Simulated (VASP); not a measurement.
A run of VASP 6.6.1 is set up as follows.

INCAR

```
SYSTEM = Al
  PREC = Accurate
  ENCUT = 520
  EDIFF = 1E-6
  ISMEAR = 1
  SIGMA = 0.1
  LREAL = .FALSE.
  LASPH = .TRUE.
  NELM = 100
  ALGO = Normal
  ISIF = 2
  LWAVE = .FALSE.
  LCHARG = .FALSE.
  GGA = PS
  NBANDS = 8
```

File KPOINTS:

```
regular mesh
0
G
  9 9 9
  0 0 0
```

File POSCAR:

```
Al
1.0
    0.0000000000      2.0118478461      2.0118478461
    2.0118478461      0.0000000000      2.0118478461
    2.0118478461      2.0118478461      0.0000000000
Al
1
Direct
    0.0000000000      0.0000000000      0.0000000000
```

Potentials or basis: VASP PAW PBE potentials, release 64 (Al).

Launch:

```sh
$ cat potpaw_PBE.64/Al/POTCAR > POTCAR
$ mpirun -np 1 vasp_std > vasp.out
```

(1) What does it give for the pressure?

Results:

(1) 0.0 GPa.

Caveat: the PAW data sets were made with another functional, which shifts forces and pressure a little.
